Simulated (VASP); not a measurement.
# TiSi16 (a cell with a defect) in VASP: notebook, part 2 of 2

VASP 6.6.1.

## (3) Single point, PBEsol

INCAR reads:

```
ALGO = Normal
EDIFF = 1E-7
ENCUT = 520
GGA = PS
ISIF = 2
ISMEAR = -1
LASPH = True
LCHARG = False
LREAL = Auto
LWAVE = False
NBANDS = 52
NELM = 80
PREC = Accurate
SIGMA = 0.05
```

KPOINTS reads:

```
k-points
0
Gamma
  2 2 2
```

POSCAR reads:

```
TiSi16
1.0
    0.0000000000      5.4300000000      5.4300000000
    5.4300000000      0.0000000000      5.4300000000
    5.4300000000      5.4300000000      0.0000000000
Si Ti
16 1
Direct
    0.0006672014      0.0002557217     -0.0153590968
    0.1253397360      0.1245351987      0.1173382130
    0.0004138723     -0.0005118055      0.4996044054
    0.1212903323      0.1207147078      0.6207909899
   -0.0067418623      0.4976240670     -0.0022815909
    0.1256885930      0.6180304570      0.1180740648
    0.0006430638      0.4845666538      0.5003028840
    0.1253173410      0.6172275102      0.6246281209
    0.4984384818     -0.0074367146     -0.0021450271
    0.6184651464      0.1253593276      0.1181941284
    0.4851208165      0.0003625923      0.5004356495
    0.6181216229      0.1246447889      0.6247611178
    0.4986434929      0.4983567571     -0.0015909846
    0.6225010891      0.6218289218      0.1219234196
    0.4984189372      0.4977399705      0.4926635571
    0.6184432615      0.6181270215      0.6254181831
    0.8716015042      0.8710271243      0.3711071858
```

Potentials or basis: VASP PAW PBE potentials, release 64 (Si, Ti_sv).

Launch:

```
cat potpaw_PBE.64/Si/POTCAR potpaw_PBE.64/Ti_sv/POTCAR > POTCAR
mpirun -np 1 vasp_std > vasp.out
```

OUTCAR:

```text
EDIFF = 1E-7
   ENCUT = 520
   GGA = PS
   ISIF = 2
   ISMEAR = -1
   LASPH = True
   LREAL = Auto
   NELM = 80
   PREC = Accurate

 ion  position               nearest neighbor table
   1  0.001  0.000  0.985-   4 2.28   2 2.39  10 2.40   6 2.40  17 2.42
   2  0.125  0.125  0.117-   5 2.34   9 2.34   1 2.39   3 2.40  17 2.75
   3  0.000  0.999  0.500-   4 2.28   8 2.40   2 2.40  12 2.40  17 2.42
   4  0.121  0.121  0.621-   3 2.28  11 2.28   1 2.28   7 2.28
   5  0.993  0.498  0.998-  14 2.32   2 2.34   8 2.34   6 2.34
   6  0.126  0.618  0.118-  13 2.34   5 2.34   1 2.40   7 2.40  17 2.75
   7  0.001  0.485  0.500-   4 2.28   8 2.39  16 2.40   6 2.40  17 2.42
   8  0.125  0.617  0.625-   5 2.34  15 2.34   7 2.39   3 2.40  17 2.75
   9  0.498  0.993  0.998-  14 2.32  12 2.34   2 2.34  10 2.34
  10  0.618  0.125  0.118-  13 2.34   9 2.34   1 2.40  11 2.40  17 2.75
  11  0.485  0.000  0.500-   4 2.28  12 2.39  16 2.40  10 2.40  17 2.42
  12  0.618  0.125  0.625-   9 2.34  15 2.34  11 2.39   3 2.40  17 2.75
  13  0.499  0.498  0.998-  14 2.33   6 2.34  16 2.34  10 2.34
  14  0.623  0.622  0.122-   9 2.32  15 2.32   5 2.32  13 2.33
  15  0.498  0.498  0.493-  14 2.32  12 2.34   8 2.34  16 2.34
  16  0.618  0.618  0.625-  13 2.34  15 2.34   7 2.40  11 2.40  17 2.75
  17  0.872  0.871  0.371-   3 2.42   7 2.42   1 2.42  11 2.42   6 2.75  10 2.75  16 2.75   8 2.75
                             2 2.75  12 2.75

  LATTYP: Found a face centered cubic cell.
 ALAT       =    10.8600000000

  Lattice vectors:

 A1 = (   0.0000000000,   5.4300000000,   5.4300000000)
 A2 = (   5.4300000000,   0.0000000000,   5.4300000000)
 A3 = (   5.4300000000,   5.4300000000,   0.0000000000)

Analysis of symmetry for initial positions (statically):
=====================================================================
 Subroutine PRICEL returns:
 Original cell was already a primitive cell.

[... 156 lines left out ...]
  Fermi-wavevector in a.u.,A,eV,Ry     =   1.013607  1.915439 13.978610  1.027399
  Thomas-Fermi vector in A             =   2.146786
   LORBIT       =      0    0 simple, 1 ext, 2 COOP (PROOUT), +10 PAW based schemes
   GGA     = PS    functional components
   LHFCALC =     F    Hartree Fock is set to
   AEXX    =    0.0000 exact exchange contribution
   IVDW    =     0    specifies the selected vdW correction
   LEPSILON=     F    determine dielectric tensor
   LRPA    =     F    only Hartree local field effects (RPA)
 non-spin polarized calculation
  energy-cutoff  :      520.00
  volume of cell :      320.21
 maximum number of plane-waves:      8646
 NGX is ok and might be reduce to    60
   NGX = 29   NGY = 29   NGZ = 29

 number of electron      76.0000003 magnetization

 Free energy of the ion-electron system (eV)
  ---------------------------------------------------
  ext. energy  EPLUGINS =         0.00000000
  ---------------------------------------------------
  free energy    TOTEN  =       -98.37349680 eV

  energy without entropy =      -98.27922614  energy(sigma->0) =      -98.32636147

 E-fermi :   6.8122     XC(G=0):  -9.8807

 val. band max:        6.7825458702   @ k =   0.5000   0.0000   0.5000
 cond. band min:       6.8528174741   @ k =   0.0000   0.5000   0.0000
 fundamental gap:      0.0702716040
 Fermi energy:         6.8121543038

 k-point     1 :       0.0000    0.0000    0.0000
  band No.  band energies     occupation
      1     -49.7091      2.00000
      2     -26.1891      2.00000
      3     -26.1890      2.00000
      4     -26.1861      2.00000
      5      -5.7872      2.00000
      6      -3.5529      2.00000
[... 413 lines left out ...]
     49       9.7562      0.00000
     50      10.4239      0.00000
 [bands above 50 left out]

------------------------ aborting loop because EDIFF is reached ----------------------------------------

  FORCE on cell =-STRESS in cart. coord.  units (eV):
  Direction    XX          YY          ZZ          XY          YZ          ZX
  --------------------------------------------------------------------------------------
  -------------------------------------------------------------------------------------
  Total        4.1630883      4.1653847      4.1633251      0.0144005      0.0181921      0.0149412
  in kB       20.8303574     20.8418477     20.8315423      0.0720539      0.0910259      0.0747596
  external PRESSURE =      20.8345825 kB  Pullay stress =       0.0000000 kB

 VOLUME and BASIS-vectors are now :
 -----------------------------------------------------------------------------
  energy-cutoff  :      520.00
  volume of cell :      320.21
      direct lattice vectors                 reciprocal lattice vectors
     0.000000000  5.430000000  5.430000000    -0.092081031  0.092081031  0.092081031
     5.430000000  0.000000000  5.430000000     0.092081031 -0.092081031  0.092081031
     5.430000000  5.430000000  0.000000000     0.092081031  0.092081031 -0.092081031

 POSITION                                       TOTAL-FORCE (eV/Angst)
 -----------------------------------------------------------------------------------
      5.34799      5.35022      0.00501        -0.016677     -0.015153      0.014453
      1.31337      1.31774      1.35682         0.003234      0.004960     -0.012141
      8.14007      2.71510      5.42947         0.015303      0.012028      0.012125
      4.02638      4.02950      1.31409         0.012166      0.012031      0.012346
      8.11971     10.81100      8.09549         0.016317     -0.016875     -0.016617
      3.99705      1.32363      4.03839         0.017416     -0.002388     -0.002847
[... 9 lines left out ...]
      6.75245      6.75417      6.71458        -0.003977     -0.002691      0.017305
      6.74479      6.74791      9.46247         0.001098     -0.008348     -0.007266
 -----------------------------------------------------------------------------------
    total drift:                               -0.009983     -0.021449     -0.019563

  FREE ENERGIE OF THE ION-ELECTRON SYSTEM (eV)
  ---------------------------------------------------
  free  energy   TOTEN  =       -98.3734968027 eV

  energy  without entropy=      -98.2792261417  energy(sigma->0) =      -98.32636147
```

OSZICAR:

```text
N       E                     dE             d eps       ncg     rms          rms(c)
DAV:   1     0.332520885787E+03    0.33252E+03   -0.30881E+04   856   0.126E+03
DAV:   2    -0.627080735401E+02   -0.39523E+03   -0.37403E+03   936   0.245E+02
DAV:   3    -0.989844016466E+02   -0.36276E+02   -0.35271E+02  1200   0.671E+01
DAV:   4    -0.101579678693E+03   -0.25953E+01   -0.25601E+01  1312   0.155E+01
DAV:   5    -0.101631749460E+03   -0.52071E-01   -0.51432E-01  1080   0.203E+00    0.192E+01
DAV:   6    -0.100500321770E+03    0.11314E+01   -0.15547E+01  1128   0.193E+01    0.141E+01
DAV:   7    -0.992566053326E+02    0.12437E+01   -0.19942E+01  1132   0.225E+01    0.948E+00
DAV:   8    -0.984712158878E+02    0.78539E+00   -0.14792E+00  1016   0.572E+00    0.291E+00
DAV:   9    -0.983717810406E+02    0.99435E-01   -0.48736E-01  1280   0.288E+00    0.551E-01
DAV:  10    -0.983729335722E+02   -0.11525E-02   -0.19727E-02  1052   0.526E-01    0.397E-01
DAV:  11    -0.983736425014E+02   -0.70893E-03   -0.31046E-03  1000   0.229E-01    0.198E-01
DAV:  12    -0.983734790339E+02    0.16347E-03   -0.98404E-04  1072   0.163E-01    0.495E-02
DAV:  13    -0.983734972001E+02   -0.18166E-04   -0.85889E-05  1008   0.399E-02    0.152E-02
DAV:  14    -0.983734965998E+02    0.60029E-06   -0.14549E-05   976   0.153E-02    0.581E-03
DAV:  15    -0.983734970192E+02   -0.41935E-06   -0.14047E-06  1024   0.530E-03    0.254E-03
DAV:  16    -0.983734967988E+02    0.22036E-06   -0.10244E-07   680   0.130E-03    0.915E-04
DAV:  17    -0.983734968027E+02   -0.39199E-08   -0.35407E-08   592   0.853E-04
   1 F= -.98373497E+02 E0= -.98326361E+02  d E =-.942707E-01
```

Run time: 2.4 min. Hardware: 1 thread of Intel Xeon 6975P-C (Granite Rapids), shared host; peak memory 0.5 GiB.

What came out:

```
Free energy            : -98.3735 eV
Pressure               : 2.1 GPa
Largest force          : 0.029 eV/Å
Band gap on the k mesh : zero (bands 38 and 39 overlap by 0.40 eV)
```

Forces in eV/Å, atoms in the order of the input:
```
Si  -0.017 -0.015  0.014
Si   0.003  0.005 -0.012
Si   0.015  0.012  0.012
Si   0.012  0.012  0.012
Si   0.016 -0.017 -0.017
Si   0.017 -0.002 -0.003
Si  -0.016  0.015 -0.015
Si   0.003 -0.012  0.005
Si  -0.017  0.014 -0.017
Si  -0.004  0.017 -0.003
Si   0.011 -0.016 -0.016
Si  -0.014  0.004  0.004
Si   0.014  0.018  0.017
Si  -0.006 -0.006 -0.007
Si  -0.016 -0.017  0.013
Si  -0.004 -0.003  0.017
Ti   0.001 -0.008 -0.007
```

Caveat: the k points lie up to 0.50 Å⁻¹ apart; the PAW data sets were made with another functional, which shifts forces and pressure a little.

## (4) Single point, PBEsol

INCAR reads:

```
PREC = Accurate
ENCUT = 520
EDIFF = 1E-7
ISMEAR = -1
SIGMA = 0.05
LREAL = Auto
LASPH = T
NELM = 80
ALGO = Normal
ISIF = 2
LWAVE = F
LCHARG = T
GGA = PS
LELF = T
LVHAR = T
NBANDS = 52
```

KPOINTS reads:

```
Automatic mesh
0
Gamma
  2 2 2
```

POSCAR reads:

```
TiSi16
1.0
    0.0000000000      5.4300000000      5.4300000000
    5.4300000000      0.0000000000      5.4300000000
    5.4300000000      5.4300000000      0.0000000000
Si Ti
16 1
Direct
    0.0031803867      0.0032975138     -0.0093367403
    0.1270551565      0.1271496317      0.1131279006
    0.0069397790      0.0070283610      0.4865942910
    0.1265348987      0.1266511050      0.6206067219
    0.0072913444      0.5004502762     -0.0077941068
    0.1270379374      0.6331003683      0.1131069982
    0.0069107735      0.4998693370      0.4865899632
    0.1403387661      0.6248765193      0.6103023020
    0.5003465009      0.0073969613     -0.0077984346
    0.6329856354      0.1271436464      0.1131046041
    0.4997542357      0.0070155617      0.4865840700
    0.6247811234      0.1404382136      0.6102831492
    0.5003575506      0.5004636280     -0.0077951197
    0.6250972376      0.6251992634      0.1249193370
    0.5039978821      0.5040995396      0.4882297422
    0.6247682320      0.6248790976      0.6103284530
    0.7538158379      0.7539180479      0.7387591160
```

Launch:

```
cat potpaw_PBE.64/Si/POTCAR potpaw_PBE.64/Ti_sv/POTCAR > POTCAR
mpirun -np 1 vasp_std > vasp.out
```

Wall time 2.8 min (1 thread of Intel Xeon 6975P-C (Granite Rapids), shared host); peak memory 0.49 GiB.

It converged, with:

```yaml
Free_energy: -98.3734 eV
Pressure: 2.1 GPa
Largest_force: 0.048 eV/Å
Band_gap_on_the_k_mesh: zero (bands 38 and 39 overlap by 0.41 eV)
```

Forces on the atoms (eV/Å):
```
Si   0.002  0.003 -0.003
Si   0.023  0.022  0.017
Si  -0.003 -0.004 -0.005
Si  -0.028 -0.028  0.027
Si   0.001 -0.007 -0.001
Si  -0.016  0.024 -0.021
Si   0.005 -0.005  0.005
Si  -0.003  0.004  0.003
Si  -0.008  0.001  0.000
Si   0.024 -0.016 -0.021
Si  -0.004  0.005  0.005
Si   0.004 -0.003  0.003
Si   0.002  0.002  0.005
Si  -0.001 -0.001  0.000
Si   0.009  0.009 -0.010
Si  -0.003 -0.003 -0.004
Ti  -0.003 -0.002  0.002
```

Levels at points of the mesh, in eV from the Fermi level:
```tsv
k point	band 35	band 36	band 37	band 38	band 39	band 40
(0.00, 0.00, 0.00)	-0.94	-0.94	-0.37	-0.37	-0.37	-0.12
(0.50, 0.00, 0.00)	-1.29	-1.29	-0.26	0.04	0.05	0.45
(0.00, 0.50, 0.00)	-1.29	-1.29	-0.26	0.04	0.05	0.45
(0.00, 0.00, 0.50)	-1.29	-1.29	-0.26	0.04	0.04	0.45
(0.50, 0.50, 0.50)	-1.29	-1.29	-0.26	0.04	0.05	0.45
(0.50, 0.50, 0.00)	-1.93	-1.81	-0.70	-0.03	0.60	0.60
(0.00, 0.50, 0.50)	-1.93	-1.81	-0.70	-0.03	0.60	0.60
(0.50, 0.00, 0.50)	-1.93	-1.81	-0.70	-0.03	0.60	0.60
```

Caveat: the k points lie up to 0.50 Å⁻¹ apart; the PAW data sets were made with another functional, which shifts forces and pressure a little.

## (5) Single point, PBEsol

INCAR reads:

```
PREC     = Accurate       # precision mode
ENCUT    = 520            # plane-wave cutoff, eV
EDIFF    = 1E-6           # SCF threshold, eV
ISMEAR   = -1             # smearing method
SIGMA    = 0.05           # smearing width, eV
LREAL    = Auto         
LASPH    = T              # aspherical terms in the spheres
NELM     = 80             # most SCF steps
ALGO     = Normal         # electronic algorithm
ISIF     = 2              # what is computed and relaxed
LWAVE    = F              # write WAVECAR
LCHARG   = T              # write CHGCAR
GGA      = PS             # functional
LELF     = T              # ELF
LVHAR    = T            
NBANDS   = 52             # bands
```

KPOINTS is that of step 4.

POSCAR reads:

```
TiSi16
1.0
    0.0000000000      5.4300000000      5.4300000000
    5.4300000000      0.0000000000      5.4300000000
    5.4300000000      5.4300000000      0.0000000000
Si Ti
16 1
Direct
    0.0006671271      0.0002557090     -0.0153590239
    0.1253396869      0.1245352670      0.1173382136
    0.0004138122     -0.0005117864      0.4996044199
    0.1212903315      0.1207146409      0.6207910681
   -0.0067418969      0.4976240331     -0.0022814917
    0.1256884899      0.6180304788      0.1180741252
    0.0006430018      0.4845667587      0.5003028545
    0.1253174033      0.6172275322      0.6246280847
    0.4984384899     -0.0074366483     -0.0021451197
    0.6184651934      0.1253593002      0.1181941068
    0.4851209024      0.0003625230      0.5004356354
    0.6181216390      0.1246448435      0.6247610497
    0.4986434622      0.4983567219     -0.0015909761
    0.6225011050      0.6218289134      0.1219233886
    0.4984189687      0.4977399632      0.4926635359
    0.6184433702      0.6181269797      0.6254181400
    0.8716014733      0.8710270718      0.3711071823
```

Launch:

```
cat potpaw_PBE.64/Si/POTCAR potpaw_PBE.64/Ti_sv/POTCAR > POTCAR
mpirun -np 1 vasp_std > vasp.out
```

Run time: 6 min. Hardware: 1 thread of Intel Xeon 8259CL, shared host; peak memory 0.5 GiB.

Results (log left out):

```yaml
Free_energy: -98.3735 eV
Pressure: 2.1 GPa
Largest_force: 0.029 eV/Å
Band_gap_on_the_k_mesh: zero (bands 38 and 39 overlap by 0.40 eV)
```

Forces on the atoms (eV/Å):
```
Si  -0.017 -0.015  0.014
Si   0.003  0.005 -0.012
Si   0.015  0.012  0.012
Si   0.012  0.012  0.012
Si   0.016 -0.017 -0.017
Si   0.017 -0.002 -0.003
Si  -0.016  0.015 -0.015
Si   0.003 -0.012  0.005
Si  -0.017  0.014 -0.017
Si  -0.004  0.017 -0.003
Si   0.011 -0.016 -0.016
Si  -0.014  0.004  0.004
Si   0.014  0.018  0.017
Si  -0.006 -0.006 -0.007
Si  -0.016 -0.017  0.013
Si  -0.004 -0.003  0.017
Ti   0.001 -0.008 -0.007
```

Levels at points of the mesh, in eV from the Fermi level:
```
           k point  band 33  band 34  band 35  band 36  band 37  band 38  band 39  band 40  band 41  band 42
(0.00, 0.00, 0.00)    -1.65    -0.94    -0.94    -0.94    -0.37    -0.36    -0.36    -0.11    -0.11     0.22
(0.50, 0.00, 0.00)    -1.92    -1.92    -1.29    -1.29    -0.26     0.04     0.06     0.45     0.45     0.79
(0.00, 0.50, 0.00)    -1.92    -1.92    -1.29    -1.29    -0.26     0.04     0.06     0.45     0.45     0.79
(0.00, 0.00, 0.50)    -1.92    -1.92    -1.29    -1.29    -0.26     0.04     0.06     0.45     0.45     0.79
(0.50, 0.50, 0.50)    -1.92    -1.92    -1.29    -1.29    -0.27     0.04     0.04     0.45     0.46     0.81
(0.50, 0.50, 0.00)    -2.40    -1.93    -1.93    -1.81    -0.70    -0.03     0.60     0.60     1.10     1.34
(0.00, 0.50, 0.50)    -2.40    -1.93    -1.93    -1.81    -0.70    -0.03     0.60     0.60     1.10     1.34
(0.50, 0.00, 0.50)    -2.40    -1.93    -1.93    -1.81    -0.70    -0.03     0.60     0.60     1.10     1.34
```

Caveat: the k points lie up to 0.50 Å⁻¹ apart; the PAW data sets were made with another functional, which shifts forces and pressure a little.
